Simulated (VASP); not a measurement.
# As in VASP: single point with r2SCAN+rVV10

Aim: the single point of As with r2SCAN+rVV10.

Program: VASP 6.6.1. These are calculated values, not measurements. Logs are shortened: lines on timing, memory, paths and dates and some standing lists are left out, and cuts for length are marked.

**1. The cell of the first run**

The cell holds a slab with vacuum, 2 atoms: a = 3.619 Å, b = 3.619 Å, c = 22.500 Å, α = 90.00°, β = 90.00°, γ = 120.00°.

**2. Single point, r2SCAN+rVV10**

POSCAR

```
As
1.0
    3.6188152177      0.0000000000      0.0000000000
   -1.8094076088      3.1339859101      0.0000000000
    0.0000000000      0.0000000000     22.5000000000
As
2
Direct
    0.0000000000      0.0000000000      0.6060916317
    0.3333333333      0.6666666667      0.6663725636
```

INCAR.step1

```
  PREC = Accurate
  ENCUT = 440
  ISMEAR = 0
  SIGMA = 0.04
  LREAL = F
  LASPH = T
  NELM = 120
  LDIPOL = T
  IDIPOL = 3
  DIPOL = 0.5 0.5 0.636
  NBANDS = 12
  GGA = PE
  ALGO = Normal
  EDIFF = 1E-5
  LWAVE = T
  LCHARG = F
  GGA_COMPAT = F
  NELMDL = -8
```

INCAR.step2

```
  PREC = Accurate
  ENCUT = 440
  EDIFF = 1E-6
  ISMEAR = 0
  SIGMA = 0.04
  LREAL = F
  LASPH = T
  NELM = 120
  ALGO = Normal
  ISIF = 2
  LWAVE = F
  LCHARG = T
  LDIPOL = T
  IDIPOL = 3
  DIPOL = 0.5 0.5 0.636
  METAGGA = R2SCAN
  LMIXTAU = T
  LUSE_VDW = T
  IVDW_NL = 2
  BPARAM = 11.95
  CPARAM = 0.0093
  LELF = T
  LVHAR = T
  LVACPOTAV = T
  NBANDS = 12
  ISTART = 1
  GGA_COMPAT = F
```

KPOINTS

```
regular mesh
0
Gamma
  12 12 1
```

Potentials or basis: VASP PAW PBE potentials, release 64 (As).

Run with:

```console
$ cat potpaw_PBE.64/As/POTCAR > POTCAR
$ cp INCAR.step1 INCAR
$ mpirun -np 1 vasp_std > vasp.out
$ cp INCAR.step2 INCAR
$ mpirun -np 1 vasp_std > vasp.out
```

OUTCAR:

```text
PREC = Accurate
   ENCUT = 440
   EDIFF = 1E-6
   ISMEAR = 0
   LREAL = F
   LASPH = T
   NELM = 120
   ISIF = 2
   METAGGA = R2SCAN
   IVDW_NL = 2
   BPARAM = 11.95
   ISTART = 1

 ion  position               nearest neighbor table
   1  0.000  0.000  0.606-   2 2.49   2 2.49   2 2.49
   2  0.333  0.667  0.666-   1 2.49   1 2.49   1 2.49

  LATTYP: Found a hexagonal cell.
 ALAT       =     3.6188152177
 C/A-ratio  =     6.2175045274

  Lattice vectors:

 A1 = (   3.6188152177,   0.0000000000,   0.0000000000)
 A2 = (  -1.8094076088,   3.1339859101,   0.0000000000)
 A3 = (   0.0000000000,   0.0000000000,  22.5000000000)

Analysis of symmetry for initial positions (statically):
=====================================================================
 Subroutine PRICEL returns:
 Original cell was already a primitive cell.

 Routine SETGRP: Setting up the symmetry group for a
 hexagonal supercell.

 Subroutine GETGRP returns: Found 12 space group operations
 (whereof  6 operations were pure point group operations)
 out of a pool of 24 trial point group operations.

The static configuration has the point symmetry C_3v.
 The point group associated with its full space group is D_3d.

Analysis of symmetry for dynamics (positions and initial velocities):
=====================================================================
 Subroutine PRICEL returns:
 Original cell was already a primitive cell.

 Routine SETGRP: Setting up the symmetry group for a
 hexagonal supercell.

 Subroutine GETGRP returns: Found 12 space group operations
 (whereof  6 operations were pure point group operations)
 out of a pool of 24 trial point group operations.

The dynamic configuration has the point symmetry C_3v.
 The point group associated with its full space group is D_3d.

 Subroutine INISYM returns: Found 12 space group operations
 (whereof  6 operations are pure point group operations),
 and found     1 'primitive' translations

----------------------------------------------------------------------------------------

                                     Primitive cell

  volume of cell :     255.1796

  direct lattice vectors                    reciprocal lattice vectors
     3.618815218  0.000000000  0.000000000     0.276333535  0.159541241  0.000000000
    -1.809407609  3.133985910  0.000000000     0.000000000  0.319082481  0.000000000
     0.000000000  0.000000000 22.500000000     0.000000000  0.000000000  0.044444444

  length of vectors
     3.618815218  3.618815218 22.500000000     0.319082481  0.319082481  0.044444444

  position of ions in fractional coordinates (direct lattice)
     0.000000000  0.000000000  0.606091632
     0.333333333  0.666666667  0.666372564

  ion indices of the primitive-cell ions
   primitive index   ion index
                 1           1
                 2           2

----------------------------------------------------------------------------------------

 KPOINTS: regular mesh

Automatic generation of k-mesh.
 Grid dimensions read from file:
 generate k-points for:   12   12    1

 Generating k-lattice:

  Cartesian coordinates                     Fractional coordinates (reciprocal lattice)
     0.023027795  0.013295103  0.000000000     0.083333333 -0.000000000  0.000000000
     0.000000000  0.026590207  0.000000000     0.000000000  0.083333333  0.000000000
     0.000000000  0.000000000  0.044444444     0.000000000  0.000000000  1.000000000

  Length of vectors
     0.026590207  0.026590207  0.044444444

  Shift w.r.t. Gamma in fractional coordinates (k-lattice)
     0.000000000  0.000000000  0.000000000

 Subroutine IBZKPT returns following result:
 ===========================================

 Found     19 irreducible k-points:

 Following reciprocal coordinates:
            Coordinates               Weight
  0.000000  0.000000  0.000000      1.000000
  0.083333 -0.000000  0.000000      6.000000
  0.166667 -0.000000  0.000000      6.000000
  0.250000 -0.000000  0.000000      6.000000
  0.333333  0.000000  0.000000      6.000000
  0.416667 -0.000000  0.000000      6.000000
[... 11 lines left out ...]
  0.333333  0.250000  0.000000     12.000000
  0.333333  0.333333  0.000000      2.000000
   k-points           NKPTS =     19   k-points in BZ     NKDIM =     19   number of bands    NBANDS=     12
   number of dos      NEDOS =    301   number of ions     NIONS =      2
   total plane-waves  NPLWV = 125440
   dimension x,y,z NGX =    28 NGY =   28 NGZ =  160
   dimension x,y,z NGXF=    56 NGYF=   56 NGZF=  320
   ions per type =               2
   NGX,Y,Z   is equivalent  to a cutoff of  12.86, 12.86, 11.82 a.u.
   NGXF,Y,Z  is equivalent  to a cutoff of  25.73, 25.73, 23.64 a.u.
 SYSTEM =  unknown system
   PREC   = accura    normal or accurate (medium, high low for compatibility)
   ISTART =      1    job   : 0-new  1-cont  2-samecut
   ICHARG =      0    charge: 1-file 2-atom 10-const
   ISPIN  =      1    spin polarized calculation?
   LNONCOLLINEAR =      F non collinear calculations
   LSORBIT =      F    spin-orbit coupling
   LASPH  =      T    aspherical Exc in radial PAW
   ENCUT  =  440.0 eV  32.34 Ry    5.69 a.u.   6.19  6.19 38.48*2*pi/ulx,y,z
   NELM   =    120;   NELMIN=  2; NELMDL=  0     # of ELM steps
   EDIFF  = 0.1E-05   stopping-criterion for ELM
   LREAL  =      F    real-space projection
   EDIFFG = 0.1E-04   stopping-criterion for IOM
   NSW    =      0    number of steps for IOM
   IBRION =     -1    ionic relax: 0-MD 1-quasi-New 2-CG
   NFREE  =      0    steps in history (QN), initial steepest desc. (CG)
   ISIF   =      2    stress and relaxation
   ISYM   =      2    0-nonsym 1-usesym 2-fastsym
   POTIM  = 0.5000    time-step for ionic-motion
   TEBEG  =    0.0;   TEEND  =   0.0 temperature during run
   PSTRESS=    0.0 pullay stress
   NELECT =      10.0000    total number of electrons
   NUPDOWN=      -1.0000    fix difference up-down
   EMIN   =  10.00;   EMAX   =-10.00  energy-range for DOS
   EFERMI =   0.00;   METHOD = LEGACY
   ISMEAR =     0;   SIGMA  =   0.04  broadening in eV -4-tet -1-fermi 0-gaus
   EFERMI_NEDOS =   21; number of points for ismear=-14 and -15
   IALGO  =     38    algorithm
   IMIX   =      4    mixing-type and parameters
     AMIX     =   0.40;   BMIX     =  1.00
     AMIX_MAG =   1.60;   BMIX_MAG =  1.00
  volume/ion in A,a.u.               =     127.59       861.02
  Fermi-wavevector in a.u.,A,eV,Ry     =   0.556066  1.050812  4.207046  0.309209
  Thomas-Fermi vector in A             =   1.590073
   LORBIT       =      0    0 simple, 1 ext, 2 COOP (PROOUT), +10 PAW based schemes
   METAGGA = R2SCAN    functional components
   LHFCALC =     F    Hartree Fock is set to
   AEXX    =    0.0000 exact exchange contribution
   IVDW_NL    =     2    kernel type
   BPARAM     =11.9500
   IVDW    =     0    specifies the selected vdW correction
   LEPSILON=     F    determine dielectric tensor
   LRPA    =     F    only Hartree local field effects (RPA)
 non-spin polarized calculation
 Gauss-broadening in eV      SIGMA  =   0.04
  energy-cutoff  :      440.00
  volume of cell :      255.18
 maximum number of plane-waves:      5376
 NGX is ok and might be reduce to    28
   NGX = 13   NGY = 13   NGZ = 77

 dipolmoment           0.000000      0.000000      0.000000 electrons x Angstroem

 number of electron       9.9999999 magnetization

 dipolmoment           0.000000      0.000000     -0.000008 electrons x Angstroem

 Free energy of the ion-electron system (eV)
  ---------------------------------------------------
  ext. energy  EPLUGINS =         0.00000000
  ---------------------------------------------------
  free energy    TOTEN  =       -28.98438975 eV

  energy without entropy =      -28.98438975  energy(sigma->0) =      -28.98438975

 E-fermi :  -3.9992     XC(G=0):  -2.2563

 val. band max:       -4.2313269191   @ k =   0.0000   0.0000   0.0000
 cond. band min:      -2.1413760775   @ k =   0.3333   0.0000   0.0000
 fundamental gap:      2.0899508416
 Fermi energy:        -3.9992148992

 k-point     1 :       0.0000    0.0000    0.0000
  band No.  band energies     occupation
      1     -18.1387      2.00000
      2     -11.2725      2.00000
      3      -4.4171      2.00000
      4      -4.2313      2.00000
      5      -4.2313      2.00000
      6      -1.8623      0.00000
      7      -0.3807      0.00000
      8      -0.3807      0.00000
      9       1.4756      0.00000
     10       1.6279      0.00000
     11       2.1396      0.00000
     12       2.5925      0.00000

 k-point     2 :       0.0833   -0.0000    0.0000
  band No.  band energies     occupation
      1     -18.0424      2.00000
      2     -11.2644      2.00000
      3      -5.1037      2.00000
      4      -4.4414      2.00000
      5      -4.3778      2.00000
      6      -1.2547      0.00000
      7      -0.4340      0.00000
      8      -0.1521      0.00000
      9       1.5960      0.00000
     10       1.7341      0.00000
     11       2.2425      0.00000
     12       2.7021      0.00000

 k-point     3 :       0.1667   -0.0000    0.0000
  band No.  band energies     occupation
      1     -17.7564      2.00000
      2     -11.2963      2.00000
      3      -6.4361      2.00000
      4      -4.9109      2.00000
      5      -4.3021      2.00000
      6      -1.5494      0.00000
      7       0.3145      0.00000
      8       0.3973      0.00000
      9       1.9154      0.00000
     10       2.0586      0.00000
     11       2.5414      0.00000
     12       3.0157      0.00000
[... 211 lines left out ...]
 k-point    18 :       0.3333    0.2500    0.0000
  band No.  band energies     occupation
      1     -15.0838      2.00000
      2     -13.7820      2.00000
      3      -8.3869      2.00000
      4      -6.5323      2.00000
      5      -5.5697      2.00000
      6      -1.3953      0.00000
      7       0.5399      0.00000
      8       1.0777      0.00000
      9       4.2293      0.00000
     10       4.9752      0.00000
     11       5.2564      0.00000
     12       5.5828      0.00000

 k-point    19 :       0.3333    0.3333    0.0000
  band No.  band energies     occupation
      1     -14.4198      2.00000
      2     -14.4198      2.00000
      3      -8.6268      2.00000
      4      -6.0306      2.00000
      5      -6.0306      2.00000
      6      -1.6369      0.00000
      7       1.0359      0.00000
      8       1.0359      0.00000
      9       4.6842      0.00000
     10       5.4167      0.00000
     11       5.4171      0.00000
     12       6.2021      0.00000

------------------------ aborting loop because EDIFF is reached ----------------------------------------

  FORCE on cell =-STRESS in cart. coord.  units (eV):
  Direction    XX          YY          ZZ          XY          YZ          ZX
  --------------------------------------------------------------------------------------
  -------------------------------------------------------------------------------------
  Total       -0.7049441     -0.7049441      0.1257264     -0.0000000      0.0000000     -0.0000000
  in kB       -4.4260803     -4.4260803      0.7893888     -0.0000000      0.0000000     -0.0000000
  external PRESSURE =      -2.6875906 kB  Pullay stress =       0.0000000 kB

 VOLUME and BASIS-vectors are now :
 -----------------------------------------------------------------------------
  energy-cutoff  :      440.00
  volume of cell :      255.18
      direct lattice vectors                 reciprocal lattice vectors
     3.618815218  0.000000000  0.000000000     0.276333535  0.159541241  0.000000000
    -1.809407609  3.133985910  0.000000000     0.000000000  0.319082481  0.000000000
     0.000000000  0.000000000 22.500000000     0.000000000  0.000000000  0.044444444

 POSITION                                       TOTAL-FORCE (eV/Angst)
 -----------------------------------------------------------------------------------
      0.00000      0.00000     13.63706         0.000000      0.000000     -0.103094
     -0.00000      2.08932     14.99338        -0.000000     -0.000000      0.103094
 -----------------------------------------------------------------------------------
    total drift:                               -0.000000      0.000000     -0.000009

  FREE ENERGIE OF THE ION-ELECTRON SYSTEM (eV)
  ---------------------------------------------------
  free  energy   TOTEN  =       -28.9843897481 eV

  energy  without entropy=      -28.9843897481  energy(sigma->0) =      -28.98438975

 vacuum level on the upper side and lower side of the slab         1.672         1.672
```

It took 12 min on 1 thread of Intel Xeon 8259CL, shared host; peak memory 0.83 GiB.

Results:

```yaml
Free_energy: -28.9844 eV
Largest_force: 0.103 eV/Å
Band_gap_on_the_k_mesh: 2.09 eV (least direct gap 2.31 eV)
```

Forces on the atoms (eV/Å):
```
As   0.000  0.000 -0.103
As   0.000  0.000  0.103
```

Caveat: the PAW data sets were made with another functional, which shifts forces and pressure a little.
